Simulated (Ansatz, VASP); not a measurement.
GaN: VASP beside Ansatz

File INCAR:

```
SYSTEM = GaN
PREC     = Accurate       ! precision mode
ENCUT    = 600            ! plane-wave cutoff, eV
EDIFF    = 1E-6           ! SCF threshold, eV
ISMEAR   = 0              ! smearing method
SIGMA    = 0.02           ! smearing width, eV
LREAL    = .False.        ! projectors in reciprocal space
LASPH    = .True.         ! aspherical terms in the spheres
NELM     = 120            ! most SCF steps
ALGO     = Normal         ! electronic algorithm
ISIF     = 2              ! what is computed and relaxed
LWAVE    = .False.        ! write WAVECAR
LCHARG   = .False.        ! write CHGCAR
GGA      = PS             ! functional
NBANDS   = 16             ! bands
GGA_COMPAT= .False.
```

The input KPOINTS:

```
Automatic mesh
0
Gamma
  6 6 6
  0 0 0
```

Contents of POSCAR:

```
GaN
1.0
    0.0000000000      2.2491509462      2.2491509462
    2.2491509462      0.0000000000      2.2491509462
    2.2491509462      2.2491509462      0.0000000000
Ga N
1 1
Direct
    0.0000000000      0.0000000000      0.0000000000
    0.2500000000      0.2500000000      0.2500000000
```

Input for Ansatz:

```yaml
crystal:
  lattice:
    - [0.0, 2.2491509466, 2.2491509466]
    - [2.2491509466, 0.0, 2.2491509466]
    - [2.2491509466, 2.2491509466, 0.0]
  atoms:
    - { symbol: Ga, position: [0.0, 0.0, 0.0] }
    - { symbol: "N", position: [0.25, 0.25, 0.25] }
basis:
  ecutwfc: 420
kpoints:
  mp_grid: { grid: [6, 6, 6] }
hamiltonian:
  xc: pbesol
  pseudopotentials: { kind: paw, azcp: { folder: soft_1 } }
scf:
  occupations: { method: gaussian, width: 0.02 }
output:
  forces: true
  stress: true
  eigenvalues: true
```

Alike in both runs: task single point; functional PBEsol; k mesh 6 × 6 × 6; occupations gaussian, width 0.02 eV; no spin polarisation.

```csv
,VASP,Ansatz
version,VASP 6.6.1,Ansatz 0.2.0
potentials or method,"VASP PAW PBE potentials, release 64 (Ga_d, N), cutoff 600 eV","scalar-relativistic, plane waves, PAW"
valence electrons in the cell,18,18
```

```csv
,VASP,Ansatz,Ansatz less VASP
gap on the k mesh at the Fermi level (eV),1.72,1.70,-0.016
least direct gap on the mesh (eV),1.72,1.70,-0.016
pressure (GPa),-0.4,0.0,+0.40
```

VASP's potentials were made for PBE, not for PBEsol, and Ansatz warns of the same on its side.
